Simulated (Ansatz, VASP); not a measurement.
One calculation of Hf, two programs

```
Hf
1.0
    -1.80500    1.80500    1.82305
     1.80500   -1.80500    1.82305
     1.80500    1.80500   -1.82305
Hf
1
Direct
  0.00000 0.00000 0.00000
```

Change from the starting cell: zz strain of +1 %.

Alike in both runs: task single point; functional PBEsol; k mesh 16 × 16 × 16; occupations fermi-dirac, width 0.08 eV; no spin polarisation.

|  | VASP | Ansatz |
| --- | --- | --- |
| version | VASP 6.6.1 | Ansatz 0.2.0 |
| potentials or method | VASP PAW PBE potentials, release 64 (Hf_pv), cutoff 520 eV | all-electron LAPW, scalar-relativistic |

```tsv
	VASP	Ansatz	Ansatz less VASP
pressure (GPa)	-9.9	-9.6	+0.33
traceless stress, the component that is largest in VASP (GPa)	0.30	0.29	-0.009
```

VASP's potentials were made for PBE, not for PBEsol. Ansatz ran all-electron here, and VASP with PAW potentials.

Spin-orbit coupling is off throughout.
